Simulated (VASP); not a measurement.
Write the native input for VASP 6.6.1 that does the following.

| Item | Value |
| --- | --- |
| Task | single point |
| Functional | PBE |
| Dispersion | D3(BJ) |
| Potentials or basis | VASP PAW PBE potentials, release 64 (Al, O) |
| Cutoff | 520 eV |
| k mesh | 12 × 12 × 4 |
| Occupations | gaussian, width 0.02 eV |
| Spin | no spin polarisation |
| Dipole correction | no |
| Further INCAR settings | ALGO = Normal; EDIFF = 1e-07; NBANDS = 20 |

The structure of Al2O3 lies in POSCAR:

```
Al2O3
1.0
    2.8673640938      0.0000000000      0.0000000000
   -1.4336820469      2.4832101471      0.0000000000
    0.0000000000      0.0000000000      7.3010935880
Al O
2 3
Direct
    0.0000000000      0.0000000000      0.1906388090
    0.0000000000      0.0000000000      0.8093611910
    0.3333333333      0.6666666667      0.2839314063
    0.6666666667      0.3333333333      0.0000000000
    0.3333333333      0.6666666667      0.7160685937
```

One way to write it, as run:

INCAR

```
PREC = Accurate ; ENCUT = 520
EDIFF = 1E-7 ; ISMEAR = 0
SIGMA = 0.02 ; LREAL = F
LASPH = T ; NELM = 80
ALGO = Normal ; ISIF = 2
LWAVE = F ; LCHARG = T
GGA = PE ; IVDW = 12
LELF = T ; LVHAR = T
NBANDS = 20
```

KPOINTS

```
regular mesh
0
Gamma
  12 12 4
```

Potentials or basis: VASP PAW PBE potentials, release 64 (Al, O).

Command:

```bash
$ cat potpaw_PBE.64/Al/POTCAR potpaw_PBE.64/O/POTCAR > POTCAR
$ mpirun -np 1 vasp_std > vasp.out
```

It gave:

```
Pressure                   : 0.0 GPa
Largest force              : 0.037 eV/Å
Band gap on the k mesh     : 4.54 eV (least direct gap 4.67 eV)
Dispersion energy per atom : -0.194 eV
```

Run time: 36 s on 1 thread of AMD EPYC 9R45 96-Core Processor (Zen 5) (shared host), peak memory 0.18 GiB.
